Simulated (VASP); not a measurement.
# C2S (P6_3/mmc) in VASP: single point with PBE

Aim: the single point of C2S with PBE.

Program: VASP 6.6.1. These are calculated values, not measurements. Logs are shortened: lines on timing, memory, paths and dates and some standing lists are left out, and cuts for length are marked.

**1. The cell of the first run**

The structure is hexagonal, space group P6_3/mmc (No. 194). The conventional cell has a = 2.874 Å, b = 2.874 Å, c = 11.331 Å, α = 90.00°, β = 90.00°, γ = 120.00°. Within 2.9 Å of C (site symmetry 3m) lie 3 S at 2.21 Å and 6 C at 2.87 Å. S (site symmetry -6m2) has 6 C at 2.21 Å and 6 S at 2.87 Å within 2.9 Å.

**2. Single point, PBE**

INCAR reads:

```
ALGO     = Normal         # electronic algorithm
EDIFF    = 1E-6           # SCF threshold, eV
ENCUT    = 520            # plane-wave cutoff, eV
GGA      = PE             # functional
ISIF     = 2              # what is computed and relaxed
ISMEAR   = 0              # smearing method
LASPH    = True           # aspherical terms in the spheres
LCHARG   = False          # write CHGCAR
LREAL    = False          # projectors in reciprocal space
LWAVE    = False          # write WAVECAR
NBANDS   = 23             # bands
NELM     = 100            # most SCF steps
PREC     = Accurate       # precision mode
SIGMA    = 0.1            # smearing width, eV
```

KPOINTS reads:

```
k-points
0
Gamma
  9 9 2
```

POSCAR reads:

```
C2S
1.0
    2.8742577800      0.0000000000      0.0000000000
   -1.4371288900      2.4891802500      0.0000000000
    0.0000000000      0.0000000000     11.3310460100
C S
4 2
Direct
    0.3333333300      0.6666666700      0.6209999900
    0.6666666700      0.3333333300      0.1209999900
    0.3333333300      0.6666666700      0.8790000100
    0.6666666700      0.3333333300      0.3790000100
    0.3333333300      0.6666666700      0.2500000000
    0.6666666700      0.3333333300      0.7500000000
```

Potentials or basis: VASP PAW PBE potentials, release 64 (C, S).

On the command line:

```console
$ cat potpaw_PBE.64/C/POTCAR potpaw_PBE.64/S/POTCAR > POTCAR
$ mpirun -np 1 vasp_std > vasp.out
```

OUTCAR:

```text
EDIFF = 1E-6
   ENCUT = 520
   GGA = PE
   ISIF = 2
   ISMEAR = 0
   LASPH = True
   LREAL = False
   NELM = 100
   PREC = Accurate

 ion  position               nearest neighbor table
   1  0.333  0.667  0.621-   6 2.21   6 2.21   6 2.21
   2  0.667  0.333  0.121-   5 2.21   5 2.21   5 2.21
   3  0.333  0.667  0.879-   6 2.21   6 2.21   6 2.21
   4  0.667  0.333  0.379-   5 2.21   5 2.21   5 2.21
   5  0.333  0.667  0.250-   2 2.21   4 2.21   2 2.21   4 2.21   2 2.21   4 2.21
   6  0.667  0.333  0.750-   1 2.21   3 2.21   1 2.21   3 2.21   1 2.21   3 2.21

  LATTYP: Found a hexagonal cell.
 ALAT       =     2.8742577800
 C/A-ratio  =     3.9422511400

  Lattice vectors:

 A1 = (   2.8742577800,   0.0000000000,   0.0000000000)
 A2 = (  -1.4371288900,   2.4891802500,   0.0000000000)
 A3 = (   0.0000000000,   0.0000000000,  11.3310460100)

Analysis of symmetry for initial positions (statically):
=====================================================================
 Subroutine PRICEL returns:
 Original cell was already a primitive cell.

 Routine SETGRP: Setting up the symmetry group for a
 hexagonal supercell.

 Subroutine GETGRP returns: Found 24 space group operations
 (whereof 12 operations were pure point group operations)
 out of a pool of 24 trial point group operations.

The static configuration has the point symmetry D_3d.
 The point group associated with its full space group is D_6h.

Analysis of symmetry for dynamics (positions and initial velocities):
=====================================================================
 Subroutine PRICEL returns:
 Original cell was already a primitive cell.

 Routine SETGRP: Setting up the symmetry group for a
 hexagonal supercell.

 Subroutine GETGRP returns: Found 24 space group operations
 (whereof 12 operations were pure point group operations)
 out of a pool of 24 trial point group operations.

The dynamic configuration has the point symmetry D_3d.
 The point group associated with its full space group is D_6h.

 Subroutine INISYM returns: Found 24 space group operations
 (whereof 12 operations are pure point group operations),
 and found     1 'primitive' translations

----------------------------------------------------------------------------------------

                                     Primitive cell

  volume of cell :      81.0685

  direct lattice vectors                    reciprocal lattice vectors
     2.874257780  0.000000000  0.000000000     0.347915906  0.200869342  0.000000000
    -1.437128890  2.489180250  0.000000000     0.000000000  0.401738685  0.000000000
     0.000000000  0.000000000 11.331046010     0.000000000  0.000000000  0.088253106

  length of vectors
     2.874257780  2.874257776 11.331046010     0.401738684  0.401738685  0.088253106

  position of ions in fractional coordinates (direct lattice)
     0.333333330  0.666666670  0.620999990
     0.666666670  0.333333330  0.120999990
     0.333333330  0.666666670  0.879000010
     0.666666670  0.333333330  0.379000010
     0.333333330  0.666666670  0.250000000
     0.666666670  0.333333330  0.750000000

  ion indices of the primitive-cell ions
   primitive index   ion index
                 1           1
                 2           2
                 3           3
                 4           4
                 5           5
                 6           6

----------------------------------------------------------------------------------------

 KPOINTS: k-points

Automatic generation of k-mesh.
 Grid dimensions read from file:
 generate k-points for:    9    9    2

 Generating k-lattice:

  Cartesian coordinates                     Fractional coordinates (reciprocal lattice)
     0.038657323  0.022318816  0.000000000     0.111111111 -0.000000000  0.000000000
     0.000000000  0.044637632  0.000000000     0.000000000  0.111111111  0.000000000
     0.000000000  0.000000000  0.044126553     0.000000000  0.000000000  0.500000000

  Length of vectors
     0.044637632  0.044637632  0.044126553

  Shift w.r.t. Gamma in fractional coordinates (k-lattice)
     0.000000000  0.000000000  0.000000000

 Subroutine IBZKPT returns following result:
 ===========================================

 Found     24 irreducible k-points:

 Following reciprocal coordinates:
            Coordinates               Weight
  0.000000  0.000000  0.000000      1.000000
  0.111111 -0.000000  0.000000      6.000000
  0.222222 -0.000000  0.000000      6.000000
  0.333333 -0.000000  0.000000      6.000000
  0.444444 -0.000000  0.000000      6.000000
  0.111111  0.111111  0.000000      6.000000
[... 16 lines left out ...]
  0.333333  0.222222  0.500000     12.000000
  0.333333  0.333333  0.500000      2.000000
   k-points           NKPTS =     24   k-points in BZ     NKDIM =     24   number of bands    NBANDS=     23
   number of dos      NEDOS =    301   number of ions     NIONS =      6
   total plane-waves  NPLWV =  48384
   dimension x,y,z NGX =    24 NGY =   24 NGZ =   84
   dimension x,y,z NGXF=    48 NGYF=   48 NGZF=  168
   ions per type =               4   2
   NGX,Y,Z   is equivalent  to a cutoff of  13.88, 13.88, 12.32 a.u.
   NGXF,Y,Z  is equivalent  to a cutoff of  27.76, 27.76, 24.65 a.u.
 SYSTEM =  unknown system
   PREC   = accura    normal or accurate (medium, high low for compatibility)
   ISTART =      0    job   : 0-new  1-cont  2-samecut
   ICHARG =      2    charge: 1-file 2-atom 10-const
   ISPIN  =      1    spin polarized calculation?
   LNONCOLLINEAR =      F non collinear calculations
   LSORBIT =      F    spin-orbit coupling
   LASPH  =      T    aspherical Exc in radial PAW
   ENCUT  =  520.0 eV  38.22 Ry    6.18 a.u.   5.34  5.34 21.07*2*pi/ulx,y,z
   NELM   =    100;   NELMIN=  2; NELMDL= -5     # of ELM steps
   EDIFF  = 0.1E-05   stopping-criterion for ELM
   LREAL  =      F    real-space projection
   EDIFFG = 0.1E-04   stopping-criterion for IOM
   NSW    =      0    number of steps for IOM
   IBRION =     -1    ionic relax: 0-MD 1-quasi-New 2-CG
   NFREE  =      0    steps in history (QN), initial steepest desc. (CG)
   ISIF   =      2    stress and relaxation
   ISYM   =      2    0-nonsym 1-usesym 2-fastsym
   POTIM  = 0.5000    time-step for ionic-motion
   TEBEG  =    0.0;   TEEND  =   0.0 temperature during run
   PSTRESS=    0.0 pullay stress
   NELECT =      28.0000    total number of electrons
   NUPDOWN=      -1.0000    fix difference up-down
   EMIN   =  10.00;   EMAX   =-10.00  energy-range for DOS
   EFERMI =   0.00;   METHOD = LEGACY
   ISMEAR =     0;   SIGMA  =   0.10  broadening in eV -4-tet -1-fermi 0-gaus
   EFERMI_NEDOS =   21; number of points for ismear=-14 and -15
   IALGO  =     38    algorithm
   IMIX   =      4    mixing-type and parameters
     AMIX     =   0.40;   BMIX     =  1.00
     AMIX_MAG =   1.60;   BMIX_MAG =  1.00
  volume/ion in A,a.u.               =      13.51        91.18
  Fermi-wavevector in a.u.,A,eV,Ry     =   1.148621  2.170579 17.950583  1.319331
  Thomas-Fermi vector in A             =   2.285295
   LORBIT       =      0    0 simple, 1 ext, 2 COOP (PROOUT), +10 PAW based schemes
   GGA     = PE    functional components
   LHFCALC =     F    Hartree Fock is set to
   AEXX    =    0.0000 exact exchange contribution
   IVDW    =     0    specifies the selected vdW correction
   LEPSILON=     F    determine dielectric tensor
   LRPA    =     F    only Hartree local field effects (RPA)
 non-spin polarized calculation
 Gauss-broadening in eV      SIGMA  =   0.10
  energy-cutoff  :      520.00
  volume of cell :       81.07
 maximum number of plane-waves:      2215
 NGX is ok and might be reduce to    24
   NGX = 11   NGY = 11   NGZ = 43

 number of electron      28.0000000 magnetization

 Free energy of the ion-electron system (eV)
  ---------------------------------------------------
  ext. energy  EPLUGINS =         0.00000000
  ---------------------------------------------------
  free energy    TOTEN  =       -24.72582490 eV

  energy without entropy =      -24.69840207  energy(sigma->0) =      -24.71211348

 E-fermi :   4.2919     XC(G=0): -10.2065

 val. band max:        4.2899867920   @ k =   0.3333   0.2222   0.5000
 cond. band min:       4.3001771750   @ k =   0.4444   0.1111   0.0000
 fundamental gap:      0.0101903829
 Fermi energy:         4.2919008337

 k-point     1 :       0.0000    0.0000    0.0000
  band No.  band energies     occupation
      1     -13.6218      2.00000
      2     -13.5897      2.00000
      3      -8.1392      2.00000
      4      -7.7743      2.00000
      5      -3.6064      2.00000
      6      -2.2176      2.00000
[... 15 lines left out ...]
     22       7.3801      0.00000
     23       9.2838      0.00000

 k-point     2 :       0.1111   -0.0000    0.0000
  band No.  band energies     occupation
      1     -13.3741      2.00000
      2     -13.3421      2.00000
      3      -7.9128      2.00000
      4      -7.5511      2.00000
      5      -3.4673      2.00000
      6      -2.1880      2.00000
[... 15 lines left out ...]
     22       7.7671      0.00000
     23       9.6245      0.00000

 k-point     3 :       0.2222   -0.0000    0.0000
  band No.  band energies     occupation
      1     -12.6435      2.00000
      2     -12.6121      2.00000
      3      -7.2476      2.00000
      4      -6.8964      2.00000
      5      -3.3142      2.00000
      6      -2.6108      2.00000
[... 15 lines left out ...]
     22       8.3268      0.00000
     23       9.5455      0.00000
[... 495 lines left out ...]
 k-point    23 :       0.3333    0.2222    0.5000
  band No.  band energies     occupation
      1      -9.5641      2.00000
      2      -9.5641      2.00000
      3      -6.3415      2.00000
      4      -6.3415      2.00000
      5      -4.4396      2.00000
      6      -4.4396      2.00000
[... 15 lines left out ...]
     22       8.7867      0.00000
     23       9.4132      0.00000

 k-point    24 :       0.3333    0.3333    0.5000
  band No.  band energies     occupation
      1      -8.9171      2.00000
      2      -8.9171      2.00000
      3      -6.7669      2.00000
      4      -6.7669      2.00000
      5      -3.9693      2.00000
      6      -3.9693      2.00000
[... 15 lines left out ...]
     22       8.9541      0.00000
     23       9.8187      0.00000

------------------------ aborting loop because EDIFF is reached ----------------------------------------

  FORCE on cell =-STRESS in cart. coord.  units (eV):
  Direction    XX          YY          ZZ          XY          YZ          ZX
  --------------------------------------------------------------------------------------
  -------------------------------------------------------------------------------------
  Total       -2.4681530     -2.4681530    -15.9469607      0.0000000      0.0000000      0.0000000
  in kB      -48.7787418    -48.7787416   -315.1638817      0.0000000      0.0000000      0.0000000
  external PRESSURE =    -137.5737884 kB  Pullay stress =       0.0000000 kB

 VOLUME and BASIS-vectors are now :
 -----------------------------------------------------------------------------
  energy-cutoff  :      520.00
  volume of cell :       81.07
      direct lattice vectors                 reciprocal lattice vectors
     2.874257780  0.000000000  0.000000000     0.347915906  0.200869342  0.000000000
    -1.437128890  2.489180250  0.000000000     0.000000000  0.401738685  0.000000000
     0.000000000  0.000000000 11.331046010     0.000000000  0.000000000  0.088253106

 POSITION                                       TOTAL-FORCE (eV/Angst)
 -----------------------------------------------------------------------------------
     -0.00000      1.65945      7.03658         0.000000      0.000000      2.061334
      1.43713      0.82973      1.37106        -0.000000     -0.000000      2.061334
     -0.00000      1.65945      9.95999         0.000000      0.000000     -2.061334
      1.43713      0.82973      4.29447        -0.000000     -0.000000     -2.061334
     -0.00000      1.65945      2.83276        -0.000000     -0.000000      0.000000
      1.43713      0.82973      8.49828         0.000000      0.000000      0.000000
 -----------------------------------------------------------------------------------
    total drift:                               -0.000005      0.000003      0.000000

  FREE ENERGIE OF THE ION-ELECTRON SYSTEM (eV)
  ---------------------------------------------------
  free  energy   TOTEN  =       -24.7258249032 eV

  energy  without entropy=      -24.6984020662  energy(sigma->0) =      -24.71211348
```

It took 17 s on 1 thread of Intel Xeon 6975P-C (Granite Rapids), shared host; peak memory 0.2 GiB.

Results:

```
Free energy            : -24.7258 eV
Pressure               : -13.8 GPa
Largest force          : 2.061 eV/Å
Band gap on the k mesh : zero (band 14 reaches 6.23 eV, above the bottom of band 15 at 3.64 eV)
```

Forces in eV/Å, atoms in the order of the input:
```
C    0.000  0.000  2.061
C    0.000  0.000  2.061
C    0.000  0.000 -2.061
C    0.000  0.000 -2.061
S    0.000  0.000  0.000
S    0.000  0.000  0.000
```

Stress tensor (GPa, compression positive):
```
 -4.88   0.00   0.00
  0.00  -4.88   0.00
  0.00   0.00 -31.52
```

Levels at points of the mesh, in eV from the Fermi level:
```csv
k point,band 10,band 11,band 12,band 13,band 14,band 15,band 16,band 17,band 18,band 19
"(0.00, 0.00, 0.00)",-0.64,-0.61,-0.61,0.97,1.94,1.94,2.04,2.04,2.40,3.05
"(0.00, 0.00, 0.50)",-0.62,-0.62,-0.62,1.82,1.82,1.99,1.99,1.99,1.99,3.07
```

Caveat: forces of over 1 eV/Å act on the atoms, so gaps and moduli don't describe the material at rest.
